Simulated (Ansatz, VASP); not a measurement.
# BaTiO3 in VASP and in Ansatz

```
CELL_PARAMETERS angstrom
3.98642 0.00000 0.00000
0.00000 3.98642 0.00000
0.00000 0.00000 4.00456
ATOMIC_POSITIONS crystal
Ba 0.00000 0.00000 0.00000
Ti 0.50000 0.50000 0.50000
O 0.50000 0.50000 0.00000
O 0.50000 0.00000 0.50000
O 0.00000 0.50000 0.50000
```

Change from the starting cell: volume scaled by 0.99.

Alike in both runs: task single point; functional PBEsol; k mesh 7 × 7 × 7; occupations fermi-dirac, width 0.03 eV; no spin polarisation.

```csv
,VASP,Ansatz
version,VASP 6.6.1,Ansatz 0.2.0
potentials or method,"VASP PAW PBE potentials, release 64 (Ba_sv, Ti_sv, O), cutoff 520 eV","all-electron LAPW, scalar-relativistic"
```

```tsv
	VASP	Ansatz	Ansatz less VASP
gap on the k mesh at the Fermi level (eV)	1.77	1.84	+0.064
pressure (GPa)	-1.1	-2.9	-1.86
traceless stress, the component that is largest in VASP (GPa)	-0.60	-0.58	+0.020
```

VASP's potentials were made for PBE, not for PBEsol. Ansatz ran all-electron here, and VASP with PAW potentials.

Neither program's run includes spin-orbit coupling.
